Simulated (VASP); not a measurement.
The system is PbSe.

```
Pb Se
1.0
     0.00000    3.42320    3.42320
     3.42320    0.00000    3.42320
     3.42320    3.42320    0.00000
Pb Se
1 1
Direct
  0.00000 0.00000 0.00000
  0.25000 0.25000 0.25000
```

Base run:

```yaml
Program: VASP 6.6.1
Functional: PBE
Potentials_or_basis: VASP PAW PBE potentials, release 64 (Pb_d, Se)
Cutoff: 520 eV
k_mesh: 4 × 4 × 4
Occupations: gaussian, width 0.01 eV
Spin: no spin polarisation
```

Its results: band gap on the k mesh 0.62 eV (least direct gap 1.15 eV); pressure 0.7 GPa.

Q: The run is repeated on the same cell with these changes: functional from PBE to HSE06. What comes out?

A: Band gap on the k mesh 1.07 eV (least direct gap 1.66 eV); pressure 0.0 GPa.

Caveats: spin-orbit coupling is left out, which moves the levels of the heavy elements; the PAW data sets were made with another functional, which shifts forces and pressure a little (at least some runs).

A k mesh can miss the band edges.
